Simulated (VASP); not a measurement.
# CoSi: single point with r2SCAN

The system is CoSi.

```
CELL_PARAMETERS angstrom
4.38306 0.00000 0.00000
0.00000 4.38306 0.00000
0.00000 0.00000 4.38306
ATOMIC_POSITIONS crystal
Co 0.14569 0.14569 0.14569
Co 0.35431 0.85431 0.64569
Co 0.64569 0.35431 0.85431
Co 0.85431 0.64569 0.35431
Si 0.84364 0.84364 0.84364
Si 0.65636 0.15636 0.34364
Si 0.34364 0.65636 0.15636
Si 0.15636 0.34364 0.65636
```

* Program: VASP 6.6.1
* Task: single point
* Functional: r2SCAN
* Potentials or basis: VASP PAW PBE potentials, release 64 (Co, Si)
* Cutoff: 520 eV
* k mesh: 8 × 8 × 8
* Occupations: gaussian, width 0.1 eV
* Spin: no spin polarisation
* Dipole correction: no
* Further INCAR settings: ALGO = Normal; EDIFF = 1e-06; NBANDS = 36

The pressure is 0.1 GPa, the largest force is 0.004 eV/Å and the band gap on the k mesh is zero (bands 26 and 27 overlap by 0.21 eV).

Forces in eV/Å, atoms in the order of the input:
```
Co   0.002  0.002  0.002
Co  -0.002 -0.002  0.002
Co   0.002 -0.002 -0.002
Co  -0.002  0.002 -0.002
Si   0.000  0.000  0.000
Si   0.000  0.000  0.000
Si   0.000  0.000  0.000
Si   0.000  0.000  0.000
```

Levels at points of the mesh, in eV from the Fermi level:
```
           k point  band 24  band 25  band 26  band 27  band 28  band 29
(0.00, 0.00, 0.00)    -0.90    -0.03    -0.03    -0.03     2.84     2.84
(0.50, 0.00, 0.00)    -0.74    -0.54    -0.54     1.07     1.07     1.69
(0.50, 0.50, 0.00)    -1.13    -0.07    -0.07     0.66     0.66     2.26
(0.50, 0.50, 0.50)    -1.37    -0.23    -0.23    -0.23    -0.23     6.07
```

Wall time 8.9 min on 1 thread of Intel Xeon 8259CL, with other jobs on the host, peak memory 0.28 GiB.

Caveat: the PAW data sets were made with another functional, which shifts forces and pressure a little; the run has no spin polarisation, though such a crystal can be magnetic. Spin polarisation is off, so any magnetic state and its effect on volume and gap are missing.
